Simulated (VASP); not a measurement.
# Ba (I4_1/amd) in VASP: a series of runs

The runs below take Ba through single point, with PBE.

Everything below comes from runs of VASP 6.6.1. Logs are shortened: lines on timing, memory, paths and dates and some standing lists are left out, and cuts for length are marked.

### Step 1. The cell of the first run

It takes space group I4_1/amd (No. 141, tetragonal). Conventional cell: a = 6.421 Å, b = 6.421 Å, c = 3.518 Å, α = 90.00°, β = 90.00°, γ = 90.00°. Within 4.4 Å of Ba (site symmetry -4m2) lie 10 Ba at 3.33 to 4.16 Å.

### Step 2. Single point, PBE (volume scaled by 0.6)

The input, INCAR:

```
SYSTEM = Ba
  PREC = Accurate
  ENCUT = 520
  EDIFF = 1E-6
  ISMEAR = -1
  SIGMA = 0.08
  LREAL = .False.
  LASPH = .True.
  NELM = 100
  ALGO = Normal
  ISIF = 2
  LWAVE = .False.
  LCHARG = .False.
  GGA = PE
  NBANDS = 17
```

The input, KPOINTS:

```
regular mesh
0
Gamma
  10 10 10
  0 0 0
```

The input, POSCAR:

```
Ba
1.0
   -3.2107109796      3.2107109796      1.7591540277
    3.2107109796     -3.2107109796      1.7591540277
    3.2107109796      3.2107109796     -1.7591540277
Ba
2
Direct
   -0.3750000000     -0.1250000000     -0.2500000000
    0.3750000000      0.1250000000      0.2500000000
```

Potentials or basis: VASP PAW PBE potentials, release 64 (Ba_sv).

Run with:

```bash
cat potpaw_PBE.64/Ba_sv/POTCAR > POTCAR
mpirun -np 1 vasp_std > vasp.out
```

OUTCAR:

```text
SYSTEM = Ba
   PREC = Accurate
   ENCUT = 520
   EDIFF = 1E-6
   ISMEAR = -1
   LREAL = .False.
   LASPH = .True.
   NELM = 100
   ISIF = 2
   GGA = PE

 ion  position               nearest neighbor table
   1  0.625  0.875  0.750-   2 3.33   2 3.33   2 3.33   2 3.33   2 4.16   2 4.16   2 4.16   2 4.16

   2  0.375  0.125  0.250-   1 3.33   1 3.33   1 3.33   1 3.33   1 4.16   1 4.16   1 4.16   1 4.16

  LATTYP: Found a body centered tetragonal cell.
 ALAT       =     6.4214219592
 C/A-ratio  =     0.5479017074

  Lattice vectors:

 A1 = (  -3.2107109796,   3.2107109796,   1.7591540277)
 A2 = (   3.2107109796,  -3.2107109796,   1.7591540277)
 A3 = (   3.2107109796,   3.2107109796,  -1.7591540277)

Analysis of symmetry for initial positions (statically):
=====================================================================
 Subroutine PRICEL returns:
 Original cell was already a primitive cell.

 Routine SETGRP: Setting up the symmetry group for a
 body centered tetragonal supercell.

 Subroutine GETGRP returns: Found 16 space group operations
 (whereof  4 operations were pure point group operations)
 out of a pool of 16 trial point group operations.

The static configuration has the point symmetry C_2h.
 The point group associated with its full space group is D_4h.

Analysis of symmetry for dynamics (positions and initial velocities):
=====================================================================
 Subroutine PRICEL returns:
 Original cell was already a primitive cell.

 Routine SETGRP: Setting up the symmetry group for a
 body centered tetragonal supercell.

 Subroutine GETGRP returns: Found 16 space group operations
 (whereof  4 operations were pure point group operations)
 out of a pool of 16 trial point group operations.

The dynamic configuration has the point symmetry C_2h.
 The point group associated with its full space group is D_4h.

 Subroutine INISYM returns: Found 16 space group operations
 (whereof  4 operations are pure point group operations),
 and found     1 'primitive' translations

----------------------------------------------------------------------------------------

                                     Primitive cell

  volume of cell :      72.5381

  direct lattice vectors                    reciprocal lattice vectors
    -3.210710980  3.210710980  1.759154028     0.000000000  0.155728748  0.284227528
     3.210710980 -3.210710980  1.759154028     0.155728748  0.000000000  0.284227528
[... 78 lines left out ...]
   ICHARG =      2    charge: 1-file 2-atom 10-const
   ISPIN  =      1    spin polarized calculation?
   LNONCOLLINEAR =      F non collinear calculations
   LSORBIT =      F    spin-orbit coupling
   LASPH  =      T    aspherical Exc in radial PAW
   ENCUT  =  520.0 eV  38.22 Ry    6.18 a.u.   9.05  9.05  9.05*2*pi/ulx,y,z
   NELM   =    100;   NELMIN=  2; NELMDL= -5     # of ELM steps
   EDIFF  = 0.1E-05   stopping-criterion for ELM
   LREAL  =      F    real-space projection
   EDIFFG = 0.1E-04   stopping-criterion for IOM
   NSW    =      0    number of steps for IOM
   IBRION =     -1    ionic relax: 0-MD 1-quasi-New 2-CG
   NFREE  =      0    steps in history (QN), initial steepest desc. (CG)
   ISIF   =      2    stress and relaxation
   ISYM   =      2    0-nonsym 1-usesym 2-fastsym
   POTIM  = 0.5000    time-step for ionic-motion
   TEBEG  =    0.0;   TEEND  =   0.0 temperature during run
   PSTRESS=    0.0 pullay stress
   NELECT =      20.0000    total number of electrons
   NUPDOWN=      -1.0000    fix difference up-down
   EMIN   =  10.00;   EMAX   =-10.00  energy-range for DOS
   EFERMI =   0.00;   METHOD = LEGACY
   ISMEAR =    -1;   SIGMA  =   0.08  broadening in eV -4-tet -1-fermi 0-gaus
   EFERMI_NEDOS =   21; number of points for ismear=-14 and -15
   IALGO  =     38    algorithm
   IMIX   =      4    mixing-type and parameters
     AMIX     =   0.40;   BMIX     =  1.00
     AMIX_MAG =   1.60;   BMIX_MAG =  1.00
  volume/ion in A,a.u.               =      36.27       244.76
  Fermi-wavevector in a.u.,A,eV,Ry     =   1.065523  2.013546 15.447222  1.135339
  Thomas-Fermi vector in A             =   2.201077
   LORBIT       =      0    0 simple, 1 ext, 2 COOP (PROOUT), +10 PAW based schemes
   GGA     = PE    functional components
   LHFCALC =     F    Hartree Fock is set to
   AEXX    =    0.0000 exact exchange contribution
   IVDW    =     0    specifies the selected vdW correction
   LEPSILON=     F    determine dielectric tensor
   LRPA    =     F    only Hartree local field effects (RPA)
 non-spin polarized calculation
  energy-cutoff  :      520.00
  volume of cell :       72.54
 maximum number of plane-waves:      1982
   NGX = 19   NGY = 19   NGZ = 19

 number of electron      19.9999997 magnetization

 Free energy of the ion-electron system (eV)
  ---------------------------------------------------
  ext. energy  EPLUGINS =         0.00000000
  ---------------------------------------------------
  free energy    TOTEN  =        -2.41524580 eV

  energy without entropy =       -2.37194184  energy(sigma->0) =       -2.39359382

 E-fermi :   4.0122     XC(G=0):  -9.4089

 val. band max:        4.0097408139   @ k =  -0.4000   0.5000   0.3000
 cond. band min:       4.0175885978   @ k =  -0.3000   0.3000   0.0000
 fundamental gap:      0.0078477839
 Fermi energy:         4.0122025938

 k-point     1 :       0.0000    0.0000    0.0000
  band No.  band energies     occupation
      1     -24.8270      2.00000
      2     -24.0624      2.00000
      3     -10.7535      2.00000
      4     -10.7535      2.00000
      5      -8.8103      2.00000
      6      -8.7834      2.00000
[... 457 lines left out ...]
      4     -10.2692      2.00000
      5     -10.1278      2.00000
      6      -9.6849      2.00000
[... 9 lines left out ...]
     16       8.1341      0.00000
     17       8.9093      0.00000

 [... further k-points ...]
[... 5 lines left out ...]
  --------------------------------------------------------------------------------------
  -------------------------------------------------------------------------------------
  Total        4.6232749      4.6232749      4.7928494     -0.0000000      0.0000000      0.0000000
  in kB      102.1160519    102.1160519    105.8615090     -0.0000000      0.0000000      0.0000000
  external PRESSURE =     103.3645376 kB  Pullay stress =       0.0000000 kB

 VOLUME and BASIS-vectors are now :
 -----------------------------------------------------------------------------
  energy-cutoff  :      520.00
  volume of cell :       72.54
      direct lattice vectors                 reciprocal lattice vectors
    -3.210710980  3.210710980  1.759154028     0.000000000  0.155728748  0.284227528
     3.210710980 -3.210710980  1.759154028     0.155728748  0.000000000  0.284227528
     3.210710980  3.210710980 -1.759154028     0.155728748  0.155728748  0.000000000

 POSITION                                       TOTAL-FORCE (eV/Angst)
 -----------------------------------------------------------------------------------
      3.21071      1.60536      1.31937         0.000000      0.000000     -0.000000
      0.00000      1.60536      0.43979        -0.000000     -0.000000      0.000000
 -----------------------------------------------------------------------------------
    total drift:                               -0.000000     -0.000000      0.000000

  FREE ENERGIE OF THE ION-ELECTRON SYSTEM (eV)
  ---------------------------------------------------
  free  energy   TOTEN  =        -2.4152457957 eV

  energy  without entropy=       -2.3719418388  energy(sigma->0) =       -2.39359382
```

Wall time 58 s (1 thread of Intel Xeon Platinum 8488C (Sapphire Rapids), shared host); peak memory 0.27 GiB.

What came out:

```
Free energy            : -2.4152 eV
Pressure               : 10.3 GPa
Band gap on the k mesh : zero (band 10 reaches 4.90 eV, above the bottom of band 11 at 3.39 eV)
```

Stress tensor (GPa, compression positive):
```
10.21  0.00  0.00
 0.00 10.21  0.00
 0.00  0.00 10.59
```

Levels at points of the mesh, in eV from the Fermi level:
| k point | band 8 | band 9 | band 10 | band 11 | band 12 | band 13 |
| --- | --- | --- | --- | --- | --- | --- |
| (0.00, 0.00, 0.00) | -12.67 | -2.43 | -2.21 | 0.12 | 0.36 | 1.09 |
| (0.50, 0.00, 0.00) | -12.59 | -1.34 | -1.07 | 0.16 | 1.51 | 2.32 |
| (0.50, 0.50, 0.00) | -12.70 | -0.60 | -0.60 | 0.66 | 0.66 | 2.65 |
| (0.50, 0.50, 0.50) | -12.36 | -0.52 | -0.52 | 1.44 | 1.44 | 2.57 |

Caveat: spin-orbit coupling is left out, which moves the levels of the heavy elements.

### Step 3. Single point, PBE (volume scaled by 0.68)

The input, INCAR:

```
SYSTEM = Ba
ALGO = Normal ; EDIFF = 1E-6
ENCUT = 520 ; GGA = PE
ISIF = 2 ; ISMEAR = -1
LASPH = .True. ; LCHARG = .False.
LREAL = .False. ; LWAVE = .False.
NBANDS = 17 ; NELM = 60
PREC = Accurate ; SIGMA = 0.08
```

The input, KPOINTS:

```
k-points
0
Gamma
  10 10 10
  0 0 0
```

The input, POSCAR:

```
Ba
1.0
   -3.3525402376      3.3525402376      1.8285883885
    3.3525402376     -3.3525402376      1.8285883885
    3.3525402376      3.3525402376     -1.8285883885
Ba
2
Direct
   -0.3750000000     -0.1250000000     -0.2500000000
    0.3750000000      0.1250000000      0.2500000000
```

Potentials or basis: VASP PAW PBE potentials, release 64 (Ba_sv).

Run with:

```bash
cat potpaw_PBE.64/Ba_sv/POTCAR > POTCAR
mpirun -np 1 vasp_std > vasp.out
```

OUTCAR:

```text
SYSTEM = Ba
   EDIFF = 1E-6
   ENCUT = 520
   GGA = PE
   ISIF = 2
   ISMEAR = -1
   LASPH = .True.
   LREAL = .False.
   NELM = 60
   PREC = Accurate

 ion  position               nearest neighbor table
   1  0.625  0.875  0.750-   2 3.47   2 3.47   2 3.47   2 3.47   2 4.33   2 4.33   2 4.33   2 4.33

   2  0.375  0.125  0.250-   1 3.47   1 3.47   1 3.47   1 3.47   1 4.33   1 4.33   1 4.33   1 4.33

  LATTYP: Found a body centered tetragonal cell.
 ALAT       =     6.7050804752
 C/A-ratio  =     0.5454336888

  Lattice vectors:
[... 671 lines left out ...]

  FORCE on cell =-STRESS in cart. coord.  units (eV):
  Direction    XX          YY          ZZ          XY          YZ          ZX
  --------------------------------------------------------------------------------------
  -------------------------------------------------------------------------------------
  Total        3.1677966      3.1677966      3.2887044      0.0000000     -0.0000000      0.0000000
  in kB       61.7367732     61.7367732     64.0931297      0.0000000     -0.0000000      0.0000000
  external PRESSURE =      62.5222254 kB  Pullay stress =       0.0000000 kB

 VOLUME and BASIS-vectors are now :
 -----------------------------------------------------------------------------
  energy-cutoff  :      520.00
  volume of cell :       82.21
      direct lattice vectors                 reciprocal lattice vectors
    -3.352540238  3.352540238  1.828588389     0.000000000  0.149140641  0.273434964
     3.352540238 -3.352540238  1.828588389     0.149140641  0.000000000  0.273434964
     3.352540238  3.352540238 -1.828588389     0.149140641  0.149140641  0.000000000

 POSITION                                       TOTAL-FORCE (eV/Angst)
 -----------------------------------------------------------------------------------
      3.35254      1.67627      1.37144        -0.000000      0.000000     -0.000000
     -0.00000      1.67627      0.45715         0.000000     -0.000000      0.000000
 -----------------------------------------------------------------------------------
    total drift:                               -0.000000     -0.000000      0.000000

  FREE ENERGIE OF THE ION-ELECTRON SYSTEM (eV)
  ---------------------------------------------------
  free  energy   TOTEN  =        -2.9057546218 eV

  energy  without entropy=       -2.8669269441  energy(sigma->0) =       -2.88634078
```

Run time: 75 s. Hardware: 1 thread of Intel Xeon Platinum 8488C (Sapphire Rapids), shared host; peak memory 0.3 GiB.

Results:

```
Free energy            : -2.9058 eV
Pressure               : 6.3 GPa
Band gap on the k mesh : zero (band 10 reaches 3.90 eV, above the bottom of band 11 at 2.90 eV)
```

Caveat: spin-orbit coupling is left out, which moves the levels of the heavy elements.

[end of part 1 of 2]
